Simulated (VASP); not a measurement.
# Sb (Fm-3m) in VASP: a series of runs

The runs below take Sb through single point, with LDA, r2SCAN.

All numbers are computed with VASP 6.6.1; they aren't measurements. Logs are shortened: lines on timing, memory, paths and dates and some standing lists are left out, and cuts for length are marked.

**1. The cell of the first run**

It takes space group Fm-3m (No. 225, cubic). Conventional cell: a = 4.774 Å, b = 4.774 Å, c = 4.774 Å, α = 90.00°, β = 90.00°, γ = 90.00°. Sb (site symmetry m-3m) has 12 Sb at 3.38 Å within 4.4 Å.

**2. Single point, LDA**

INCAR reads:

```
SYSTEM = Sb
PREC = Accurate
ENCUT = 520
EDIFF = 1E-7
ISMEAR = -1
SIGMA = 0.05
LREAL = .False.
LASPH = .True.
NELM = 60
ALGO = Normal
ISIF = 2
LWAVE = .False.
LCHARG = .False.
GGA = CA
NBANDS = 8
```

KPOINTS reads:

```
Automatic mesh
0
Gamma
  10 10 10
  0 0 0
```

POSCAR reads:

```
Sb
1.0
    0.0000000000      2.3869465721      2.3869465721
    2.3869465721      0.0000000000      2.3869465721
    2.3869465721      2.3869465721      0.0000000000
Sb
1
Direct
    0.0000000000      0.0000000000      0.0000000000
```

Potentials or basis: VASP PAW LDA potentials, release 64 (Sb).

The run is started by

```bash
> cat potpaw_LDA.64/Sb/POTCAR > POTCAR
> mpirun -np 1 vasp_std > vasp.out
```

OUTCAR:

```text
SYSTEM = Sb
   PREC = Accurate
   ENCUT = 520
   EDIFF = 1E-7
   ISMEAR = -1
   LREAL = .False.
   LASPH = .True.
   NELM = 60
   ISIF = 2
   GGA = CA

 ion  position               nearest neighbor table
   1  0.000  0.000  0.000-

  LATTYP: Found a face centered cubic cell.
 ALAT       =     4.7738931442

  Lattice vectors:

 A1 = (   0.0000000000,   2.3869465721,   2.3869465721)
 A2 = (   2.3869465721,   0.0000000000,   2.3869465721)
 A3 = (   2.3869465721,   2.3869465721,   0.0000000000)

Analysis of symmetry for initial positions (statically):
=====================================================================
 Subroutine PRICEL returns:
 Original cell was already a primitive cell.

 Routine SETGRP: Setting up the symmetry group for a
 face centered cubic supercell.

 Subroutine GETGRP returns: Found 48 space group operations
[... 9 lines left out ...]

 Routine SETGRP: Setting up the symmetry group for a
 face centered cubic supercell.

 Subroutine GETGRP returns: Found 48 space group operations
[... 11 lines left out ...]
                                     Primitive cell

  volume of cell :      27.1993

  direct lattice vectors                    reciprocal lattice vectors
     0.000000000  2.386946572  2.386946572    -0.209472640  0.209472640  0.209472640
     2.386946572  0.000000000  2.386946572     0.209472640 -0.209472640  0.209472640
     2.386946572  2.386946572  0.000000000     0.209472640  0.209472640 -0.209472640

  length of vectors
     3.375652215  3.375652215  3.375652215     0.362817255  0.362817255  0.362817255

  position of ions in fractional coordinates (direct lattice)
     0.000000000  0.000000000  0.000000000

  ion indices of the primitive-cell ions
   primitive index   ion index
                 1           1

----------------------------------------------------------------------------------------

 KPOINTS: Automatic mesh

Automatic generation of k-mesh.
 Grid dimensions read from file:
 generate k-points for:   10   10   10

 Generating k-lattice:

  Cartesian coordinates                     Fractional coordinates (reciprocal lattice)
    -0.020947264  0.020947264  0.020947264     0.100000000  0.000000000  0.000000000
     0.020947264 -0.020947264  0.020947264     0.000000000  0.100000000  0.000000000
     0.020947264  0.020947264 -0.020947264     0.000000000  0.000000000  0.100000000

  Length of vectors
     0.036281726  0.036281726  0.036281726

  Shift w.r.t. Gamma in fractional coordinates (k-lattice)
     0.000000000  0.000000000  0.000000000

 Subroutine IBZKPT returns following result:
 ===========================================

 Found     47 irreducible k-points:

 Following reciprocal coordinates:
            Coordinates               Weight
  0.000000  0.000000  0.000000      1.000000
  0.100000  0.000000  0.000000      8.000000
  0.200000  0.000000  0.000000      8.000000
  0.300000  0.000000  0.000000      8.000000
  0.400000  0.000000  0.000000      8.000000
  0.500000  0.000000  0.000000      4.000000
[... 16 lines left out ...]
  0.300000  0.300000  0.000000      6.000000
  0.400000  0.300000  0.000000     24.000000
 [... further k-points ...]
   k-points           NKPTS =     47   k-points in BZ     NKDIM =     47   number of bands    NBANDS=      8
   number of dos      NEDOS =    301   number of ions     NIONS =      1
   total plane-waves  NPLWV =  21952
   dimension x,y,z NGX =    28 NGY =   28 NGZ =   28
   dimension x,y,z NGXF=    56 NGYF=   56 NGZF=   56
   ions per type =               1
   NGX,Y,Z   is equivalent  to a cutoff of  13.79, 13.79, 13.79 a.u.
   NGXF,Y,Z  is equivalent  to a cutoff of  27.58, 27.58, 27.58 a.u.
 SYSTEM =  Sb
   PREC   = accura    normal or accurate (medium, high low for compatibility)
   ISTART =      0    job   : 0-new  1-cont  2-samecut
   ICHARG =      2    charge: 1-file 2-atom 10-const
   ISPIN  =      1    spin polarized calculation?
   LNONCOLLINEAR =      F non collinear calculations
   LSORBIT =      F    spin-orbit coupling
   LASPH  =      T    aspherical Exc in radial PAW
   ENCUT  =  520.0 eV  38.22 Ry    6.18 a.u.   6.28  6.28  6.28*2*pi/ulx,y,z
   NELM   =     60;   NELMIN=  2; NELMDL= -5     # of ELM steps
   EDIFF  = 0.1E-06   stopping-criterion for ELM
   LREAL  =      F    real-space projection
   EDIFFG = 0.1E-05   stopping-criterion for IOM
   NSW    =      0    number of steps for IOM
   IBRION =     -1    ionic relax: 0-MD 1-quasi-New 2-CG
   NFREE  =      0    steps in history (QN), initial steepest desc. (CG)
   ISIF   =      2    stress and relaxation
   ISYM   =      2    0-nonsym 1-usesym 2-fastsym
   POTIM  = 0.5000    time-step for ionic-motion
   TEBEG  =    0.0;   TEEND  =   0.0 temperature during run
   PSTRESS=    0.0 pullay stress
   NELECT =       5.0000    total number of electrons
   NUPDOWN=      -1.0000    fix difference up-down
   EMIN   =  10.00;   EMAX   =-10.00  energy-range for DOS
   EFERMI =   0.00;   METHOD = LEGACY
   ISMEAR =    -1;   SIGMA  =   0.05  broadening in eV -4-tet -1-fermi 0-gaus
   EFERMI_NEDOS =   21; number of points for ismear=-14 and -15
   IALGO  =     38    algorithm
   IMIX   =      4    mixing-type and parameters
     AMIX     =   0.40;   BMIX     =  1.00
     AMIX_MAG =   1.60;   BMIX_MAG =  1.00
  volume/ion in A,a.u.               =      27.20       183.55
  Fermi-wavevector in a.u.,A,eV,Ry     =   0.930848  1.759048 11.789151  0.866478
  Thomas-Fermi vector in A             =   2.057279
   LORBIT       =      0    0 simple, 1 ext, 2 COOP (PROOUT), +10 PAW based schemes
   GGA     = CA    functional components
   LHFCALC =     F    Hartree Fock is set to
   AEXX    =    0.0000 exact exchange contribution
   IVDW    =     0    specifies the selected vdW correction
   LEPSILON=     F    determine dielectric tensor
   LRPA    =     F    only Hartree local field effects (RPA)
 non-spin polarized calculation
  energy-cutoff  :      520.00
  volume of cell :       27.20
 maximum number of plane-waves:       754
 NGX is ok and might be reduce to    28
   NGX = 13   NGY = 13   NGZ = 13

 number of electron       5.0000000 magnetization

 Free energy of the ion-electron system (eV)
  ---------------------------------------------------
  ext. energy  EPLUGINS =         0.00000000
  ---------------------------------------------------
  free energy    TOTEN  =        -4.51776349 eV

  energy without entropy =       -4.51169061  energy(sigma->0) =       -4.51472705

 E-fermi :   8.2456     XC(G=0): -10.3304

 val. band max:        8.2077305034   @ k =  -0.4000   0.4000   0.1000
 cond. band min:       8.3020308400   @ k =  -0.2000   0.2000   0.0000
 fundamental gap:      0.0943003366
 Fermi energy:         8.2455908092

 k-point     1 :       0.0000    0.0000    0.0000
  band No.  band energies     occupation
      1      -4.5898      2.00000
      2      13.4264      0.00000
      3      13.4264      0.00000
      4      13.4264      0.00000
      5      18.0088      0.00000
      6      18.0088      0.00000
      7      18.0088      0.00000
      8      18.6067      0.00000

 k-point     2 :       0.1000    0.0000    0.0000
  band No.  band energies     occupation
      1      -4.3947      2.00000
      2      11.7873      0.00000
      3      13.1876      0.00000
      4      13.1876      0.00000
      5      17.1368      0.00000
      6      18.3851      0.00000
      7      18.3851      0.00000
      8      20.3411      0.00000

 k-point     3 :       0.2000    0.0000    0.0000
  band No.  band energies     occupation
      1      -3.8147      2.00000
      2       8.8967      0.00000
      3      12.6888      0.00000
      4      12.6888      0.00000
      5      16.5981      0.00000
      6      18.7172      0.00000
      7      18.7172      0.00000
      8      20.4863      0.00000

 k-point     4 :       0.3000    0.0000    0.0000
  band No.  band energies     occupation
      1      -2.8762      2.00000
      2       6.0769      2.00000
      3      12.2139      0.00000
      4      12.2139      0.00000
      5      16.3333      0.00000
      6      18.0304      0.00000
      7      18.0304      0.00000
      8      19.2880      0.00000

 k-point     5 :       0.4000    0.0000    0.0000
  band No.  band energies     occupation
      1      -1.6952      2.00000
      2       3.7161      2.00000
      3      11.8964      0.00000
      4      11.8964      0.00000
      5      16.2901      0.00000
      6      17.4351      0.00000
      7      17.4351      0.00000
      8      18.3578      0.00000

 k-point     6 :       0.5000    0.0000    0.0000
  band No.  band energies     occupation
      1      -0.9277      2.00000
      2       2.5489      2.00000
      3      11.7862      0.00000
      4      11.7862      0.00000
      5      16.3237      0.00000
      6      17.2239      0.00000
      7      17.2239      0.00000
      8      17.9961      0.00000

 k-point     7 :       0.1000    0.1000    0.0000
  band No.  band energies     occupation
      1      -4.3295      2.00000
      2      12.4096      0.00000
      3      12.5251      0.00000
      4      12.5251      0.00000
      5      16.3432      0.00000
      6      19.1089      0.00000
      7      19.1089      0.00000
      8      19.2615      0.00000
[... 133 lines left out ...]
 k-point    20 :      -0.4000    0.2000    0.0000
  band No.  band energies     occupation
      1      -0.4526      2.00000
      2       3.4202      2.00000
      3       7.8876      1.99845
      4      10.7857      0.00000
      5      14.7154      0.00000
      6      19.2051      0.00000
      7      19.4468      0.00000
      8      22.3247      0.00000

 k-point    21 :      -0.3000    0.2000    0.0000
  band No.  band energies     occupation
      1      -1.4643      2.00000
      2       5.0425      2.00000
      3       7.7060      1.99996
      4      11.5662      0.00000
      5      15.4807      0.00000
      6      18.9992      0.00000
      7      19.1956      0.00000
      8      20.9518      0.00000

 k-point    22 :      -0.2000    0.2000    0.0000
  band No.  band energies     occupation
      1      -2.5599      2.00000
      2       7.0648      2.00000
      3       8.3020      0.48877
      4      12.4618      0.00000
      5      16.6049      0.00000
      6      18.6309      0.00000
      7      18.9636      0.00000
      8      19.4449      0.00000

 k-point    23 :       0.3000    0.3000    0.0000
  band No.  band energies     occupation
      1      -2.2855      2.00000
      2       7.7025      1.99996
      3       9.7243      0.00000
      4       9.7243      0.00000
      5      13.7787      0.00000
      6      14.0122      0.00000
      7      23.0048      0.00000
      8      23.0049      0.00000

 k-point    24 :       0.4000    0.3000    0.0000
  band No.  band energies     occupation
      1      -1.3822      2.00000
      2       6.1506      2.00000
      3       8.5152      0.00906
      4       9.3730      0.00000
      5      13.4530      0.00000
      6      14.6261      0.00000
      7      22.4698      0.00000
      8      23.1454      0.00000

 [... further k-points ...]
[... 5 lines left out ...]
  --------------------------------------------------------------------------------------
  -------------------------------------------------------------------------------------
  Total       -0.5733868     -0.5733868     -0.5733868      0.0000000      0.0000000      0.0000000
  in kB      -33.7753781    -33.7753781    -33.7753781      0.0000000      0.0000000      0.0000000
  external PRESSURE =     -33.7753781 kB  Pullay stress =       0.0000000 kB

 VOLUME and BASIS-vectors are now :
 -----------------------------------------------------------------------------
  energy-cutoff  :      520.00
  volume of cell :       27.20
      direct lattice vectors                 reciprocal lattice vectors
     0.000000000  2.386946572  2.386946572    -0.209472640  0.209472640  0.209472640
     2.386946572  0.000000000  2.386946572     0.209472640 -0.209472640  0.209472640
     2.386946572  2.386946572  0.000000000     0.209472640  0.209472640 -0.209472640

 POSITION                                       TOTAL-FORCE (eV/Angst)
 -----------------------------------------------------------------------------------
      0.00000      0.00000      0.00000         0.000000      0.000000      0.000000
 -----------------------------------------------------------------------------------
    total drift:                                0.000000      0.000000      0.000000

  FREE ENERGIE OF THE ION-ELECTRON SYSTEM (eV)
  ---------------------------------------------------
  free  energy   TOTEN  =        -4.5177634949 eV

  energy  without entropy=       -4.5116906080  energy(sigma->0) =       -4.51472705
```

Wall time 7.2 s (1 thread of Intel Xeon 6975P-C, shared host); peak memory 0.14 GiB.

Results:

```
Free energy : -4.5178 eV
Pressure    : -3.4 GPa
```

Levels at points of the mesh, in eV from the Fermi level:
| k point | band 1 | band 2 | band 3 | band 4 | band 5 | band 6 | band 7 |
| --- | --- | --- | --- | --- | --- | --- | --- |
| (0.00, 0.00, 0.00) | -12.84 | 5.18 | 5.18 | 5.18 | 9.76 | 9.76 | 9.76 |
| (0.50, 0.00, 0.00) | -9.17 | -5.70 | 3.54 | 3.54 | 8.08 | 8.98 | 8.98 |
| (0.50, 0.50, 0.00) | -7.60 | -4.82 | 0.38 | 0.38 | 4.20 | 4.68 | 16.33 |

Caveat: spin-orbit coupling is left out, which moves the levels of the heavy elements.

**3. Single point, LDA**

This run uses another cell than the first one, of 27.73 Å³/atom, 1.020 times its volume.

INCAR reads:

```
SYSTEM = Sb
  PREC = Accurate
  ENCUT = 520
  EDIFF = 1E-6
  ISMEAR = -1
  SIGMA = 0.05
  LREAL = .FALSE.
  LASPH = .TRUE.
  NELM = 60
  ALGO = Normal
  ISIF = 2
  LWAVE = .FALSE.
  LCHARG = .FALSE.
  GGA = CA
  NBANDS = 8
```

KPOINTS reads:

```
regular mesh
0
G
  10 10 10
  0 0 0
```

POSCAR reads:

```
Sb
1.0
    0.0000000000      2.4024466595      2.4024466595
    2.4024466595      0.0000000000      2.4024466595
    2.4024466595      2.4024466595      0.0000000000
Sb
1
Direct
    0.0000000000      0.0000000000      0.0000000000
```

Potentials or basis: VASP PAW LDA potentials, release 64 (Sb).

The run is started by

```bash
> cat potpaw_LDA.64/Sb/POTCAR > POTCAR
> mpirun -np 1 vasp_std > vasp.out
```

Run time: 6.8 s. Hardware: 1 thread of Intel Xeon 6975P-C, shared host; peak memory 0.14 GiB.

The run converged. Its results:

| Item | Value |
| --- | --- |
| Free energy | -4.5048 eV |
| Pressure | -4.4 GPa |

Levels at points of the mesh, in eV from the Fermi level:
| k point | band 1 | band 2 | band 3 | band 4 | band 5 |
| --- | --- | --- | --- | --- | --- |
| (0.00, 0.00, 0.00) | -12.70 | 5.03 | 5.03 | 5.03 | 9.70 |
| (0.50, 0.00, 0.00) | -9.14 | -5.58 | 3.44 | 3.44 | 7.95 |
| (0.50, 0.50, 0.00) | -7.62 | -4.73 | 0.36 | 0.36 | 4.17 |

Caveat: spin-orbit coupling is left out, which moves the levels of the heavy elements.

**4. Single point, LDA**

This run uses another cell than the first one, of 28.27 Å³/atom, 1.039 times its volume.

INCAR reads:

```
  PREC = Accurate
  ENCUT = 520
  EDIFF = 1E-6
  ISMEAR = -1
  SIGMA = 0.05
  LREAL = False
  LASPH = True
  NELM = 80
  ALGO = Normal
  ISIF = 2
  LWAVE = False
  LCHARG = False
  NBANDS = 8
```

KPOINTS reads:

```
regular mesh
0
Gamma
  10 10 10
```

POSCAR reads:

```
Sb
1.0
    0.0000000000      2.4177492801      2.4177492801
    2.4177492801      0.0000000000      2.4177492801
    2.4177492801      2.4177492801      0.0000000000
Sb
1
Direct
    0.0000000000      0.0000000000      0.0000000000
```

The run is started by

```bash
> cat potpaw_LDA.64/Sb/POTCAR > POTCAR
> mpirun -np 1 vasp_std > vasp.out
```

Run time: 5.6 s. Hardware: 1 thread of Intel Xeon 6975P-C, shared host; peak memory 0.14 GiB.

Results (log left out):

```
Free energy : -4.4886 eV
Pressure    : -5.4 GPa
```

Levels at points of the mesh, in eV from the Fermi level:
| k point | band 1 | band 2 | band 3 | band 4 | band 5 |
| --- | --- | --- | --- | --- | --- |
| (0.00, 0.00, 0.00) | -12.57 | 4.89 | 4.89 | 4.89 | 9.63 |
| (0.50, 0.00, 0.00) | -9.11 | -5.48 | 3.34 | 3.34 | 7.83 |
| (0.50, 0.50, 0.00) | -7.65 | -4.64 | 0.35 | 0.35 | 4.15 |

Caveat: spin-orbit coupling is left out, which moves the levels of the heavy elements.

(Part 1 of 2 ends here.)
